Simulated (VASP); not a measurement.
Wanted: the native input for a VASP 6.6.1 run.

```yaml
Task: single point
Functional: r2SCAN
Potentials_or_basis: VASP PAW PBE potentials, release 64 (Ti_sv)
Cutoff: 520 eV
k_mesh: 18 × 18 × 18
Occupations: gaussian, width 0.1 eV
Spin: no spin polarisation
Dipole_correction: no
Further_INCAR_settings: ALGO = Normal; EDIFF = 1e-06; NBANDS = 12
```

Ti:

```xyz
1
Lattice="0.0000 2.1215 2.1215 2.1215 0.0000 2.1215 2.1215 2.1215 0.0000" Properties=species:S:1:pos:R:3 pbc="T T T"
Ti    0.0000    0.0000    0.0000
```

This cell differs from its parent crystal: volume scaled by 1.10.

The input as run:

POSCAR

```
Ti
1.0
    0.0000000000      2.1214921468      2.1214921468
    2.1214921468      0.0000000000      2.1214921468
    2.1214921468      2.1214921468      0.0000000000
Ti
1
Direct
    0.0000000000      0.0000000000      0.0000000000
```

INCAR.step1

```
PREC = Accurate
ENCUT = 520
ISMEAR = 0
SIGMA = 0.1
LREAL = False
LASPH = True
NELM = 60
NBANDS = 12
GGA = PE
ALGO = Normal
EDIFF = 1E-4
LWAVE = True
LCHARG = False
```

INCAR.step2

```
PREC = Accurate
ENCUT = 520
EDIFF = 1E-6
ISMEAR = 0
SIGMA = 0.1
LREAL = False
LASPH = True
NELM = 60
ALGO = Normal
ISIF = 2
LWAVE = False
LCHARG = True
METAGGA = R2SCAN
LMIXTAU = True
LELF = True
LVHAR = True
NBANDS = 12
ISTART = 1
```

KPOINTS

```
Automatic mesh
0
Gamma
  18 18 18
```

Potentials or basis: VASP PAW PBE potentials, release 64 (Ti_sv).

Run with:

```bash
$ cat potpaw_PBE.64/Ti_sv/POTCAR > POTCAR
$ cp INCAR.step1 INCAR
$ mpirun -np 1 vasp_std > vasp.out
$ cp INCAR.step2 INCAR
$ mpirun -np 1 vasp_std > vasp.out
```

It gave:

```
Pressure               : -8.8 GPa
Band gap on the k mesh : zero (band 6 reaches 8.17 eV, above the bottom of band 7 at 6.87 eV)
```

Caveat: the PAW data sets were made with another functional, which shifts forces and pressure a little.

Run time: 67 s on 1 thread of Intel(R) Xeon(R) 6975P-C (Granite Rapids) (shared host), peak memory 0.17 GiB.
